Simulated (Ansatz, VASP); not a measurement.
# One calculation of Sc, two programs

File INCAR:

```
SYSTEM = Sc
  PREC = Accurate
  ENCUT = 520
  EDIFF = 1E-7
  ISMEAR = 0
  SIGMA = 0.15
  LREAL = .False.
  LASPH = .True.
  NELM = 60
  ALGO = Fast
  ISIF = 2
  LWAVE = .False.
  LCHARG = .False.
  GGA = PS
  NBANDS = 12
```

KPOINTS

```
Automatic mesh
0
Gamma
  18 18 18
  0 0 0
```

Contents of POSCAR:

```
Sc
1.0
    0.0000000000      2.3045575000      2.2023850000
    2.3045575000      0.0000000000      2.2023850000
    2.3045575000      2.3045575000      0.0000000000
Sc
1
Direct
    0.0000000000      0.0000000000      0.0000000000
```

Input for Ansatz:

```yaml
crystal:
  lattice:
    - [0.0, 2.3045575, 2.202385]
    - [2.3045575, 0.0, 2.202385]
    - [2.3045575, 2.3045575, 0.0]
  atoms:
    - { symbol: Sc, position: [0.0, 0.0, 0.0] }
basis:
  ecutwfc: 420
kpoints:
  mp_grid: { grid: [18, 18, 18] }
hamiltonian:
  xc: pbesol
scf:
  occupations: { method: gaussian, width: 0.15 }
output:
  forces: true
  stress: true
  eigenvalues: true
```

Change from the starting cell: strain +0.015 along x and y, -0.030 along z, atoms carried along.

Alike in both runs: task single point; functional PBEsol; k mesh 18 × 18 × 18; occupations gaussian, width 0.15 eV; no spin polarisation.

```csv
,VASP,Ansatz
version,VASP 6.6.1,Ansatz 0.2.0
potentials or method,"VASP PAW PBE potentials, release 64 (Sc_sv), cutoff 520 eV","scalar-relativistic, plane waves, PAW"
valence electrons in the cell,11,11
```

|  | VASP | Ansatz | Ansatz less VASP |
| --- | --- | --- | --- |
| gap on the k mesh at the Fermi level (eV) | none | none | - |
| pressure (GPa) | 0.5 | 0.5 | -0.01 |
| traceless stress, the component that is largest in VASP (GPa) | 0.81 | 0.81 | -0.004 |

VASP's potentials were made for PBE, not for PBEsol. A gap of «none» marks a metal or a gap that the smearing closes. The functional is the same, so the differences come from potentials, cutoffs and numerics.
